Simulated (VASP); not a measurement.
Wanted: the native input for a VASP 6.6.1 run.

```yaml
Task: single point
Functional: PBE
Potentials_or_basis: VASP PAW PBE potentials, release 64 (Na_pv, S, Tl_d)
Cutoff: 520 eV
k_mesh: 6 × 6 × 4
Occupations: fermi-dirac, width 0.02 eV
Spin: no spin polarisation
Dipole_correction: no
Further_INCAR_settings: ALGO = Normal; EDIFF = 1e-06; NBANDS = 24
```

The structure of NaTlS2 lies in POSCAR:

```
NaTlS2
1.0
    4.1044901769      0.0000000000      0.0000000000
    0.0000000000      4.1044901769      0.0000000000
    0.0000000000      0.0000000000      6.6389352700
Na S Tl
1 2 1
Direct
    0.0000000000      0.0000000000      0.0000000000
    0.0000000000      0.5000000000      0.2708669251
    0.5000000000      0.0000000000      0.7291330749
    0.5000000000      0.5000000000      0.5000000000
```

One way to write it, as run:

INCAR

```
  PREC = Accurate
  ENCUT = 520
  EDIFF = 1E-6
  ISMEAR = -1
  SIGMA = 0.02
  LREAL = False
  LASPH = True
  NELM = 80
  ALGO = Normal
  ISIF = 2
  LWAVE = False
  LCHARG = False
  GGA = PE
  NBANDS = 24
```

KPOINTS

```
Automatic mesh
0
Gamma
  6 6 4
```

Potentials or basis: VASP PAW PBE potentials, release 64 (Na_pv, S, Tl_d).

Command:

```sh
$ cat potpaw_PBE.64/Na_pv/POTCAR potpaw_PBE.64/S/POTCAR potpaw_PBE.64/Tl_d/POTCAR > POTCAR
$ mpirun -np 1 vasp_std > vasp.out
```

It gave:

```json
{
 "Pressure": "1.2 GPa",
 "Largest force": "0.126 eV/Å",
 "Band gap on the k mesh": "0.81 eV"
}
```

Caveat: spin-orbit coupling is left out, which moves the levels of the heavy elements.

Run time: 56 s on 1 thread of Intel(R) Xeon(R) Platinum 8259CL CPU @ 2.50GHz (Skylake/Cascade Lake) (shared host), peak memory 0.26 GiB.
